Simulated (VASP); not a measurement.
The system is K3Li.

```
Li K
1.0
     0.00000    4.10500    4.10500
     4.10500    0.00000    4.10500
     4.10500    4.10500    0.00000
Li K
1 3
Cartesian
  0.0000 0.0000 0.0000
  4.1050 4.1050 4.1050
  2.0525 2.0525 2.0525
  6.1575 6.1575 6.1575
```

| Item | Value |
| --- | --- |
| Program | VASP 6.6.1 |
| Task | relaxation of cell and atoms |
| Functional | PBEsol |
| Potentials or basis | VASP PAW PBE potentials, release 64 (Li_sv, K_sv) |
| Cutoff | 750 eV |
| k mesh | 5 × 5 × 5 |
| Occupations | gaussian, width 0.1 eV |
| Spin | no spin polarisation |

At the start: pressure 5.2 GPa; volume 34.59 Å³/atom.

Problem. How do energy, volume and symmetry change on relaxing?

Solution. Over 5 steps the energy falls by 239.2 meV/atom and the volume is 55.81 Å³/atom (+61.4 %); space group Fm-3m (No. 225, to 0.1 Å) before and after.

The path:
```csv
step,energy change (eV),largest force (eV/Å),pressure (GPa),volume (Å³)
1,0.0000,0.0000,5.17,138.35
2,-0.5576,0.0000,2.65,161.92
3,-0.9221,0.0000,0.56,202.09
4,-0.9547,0.0000,0.12,218.00
5,-0.9567,0.0000,0.00,223.22
```

Final structure:
```
Li K
1.0
     0.00000    4.81472    4.81472
     4.81472    0.00000    4.81472
     4.81472    4.81472    0.00000
Li K
1 3
Direct
  0.00000 0.00000 0.00000
  0.50000 0.50000 0.50000
  0.25000 0.25000 0.25000
  0.75000 0.75000 0.75000
```

Caveat: the volume moved by over 15 % at a fixed basis, so the end points are rough; the PAW data sets were made with another functional, which shifts forces and pressure a little.
